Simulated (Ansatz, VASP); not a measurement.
Ge: VASP beside Ansatz

```
Ge
1.0
     3.02547    0.00000    0.00000
    -1.51273    2.62013    0.00000
     0.00000    0.00000    9.50919
Ge
4
Direct
  0.00000 0.00000 0.00000
  0.00000 0.00000 0.50000
  0.33333 0.66667 0.25000
  0.66667 0.33333 0.75000
```

Alike in both runs: functional r2SCAN; k mesh 12 × 12 × 4; occupations fermi-dirac, width 0.1 eV; no spin polarisation.

Ansatz relaxed the structure, and its values are those at the end. VASP's run is a single point on that final structure, the one shown.

```csv
,VASP,Ansatz
version,VASP 6.6.1,Ansatz 0.2.0
potentials or method,"VASP PAW PBE potentials, release 64 (Ge_d), cutoff 520 eV","plane waves (500 eV) with PAW, scalar-relativistic"
valence electrons in the cell,56,56
```

|  | VASP | Ansatz | Ansatz less VASP |
| --- | --- | --- | --- |
| pressure (GPa) | -0.1 | 0.0 | +0.11 |

VASP's potentials were made for PBE, not for r2SCAN.
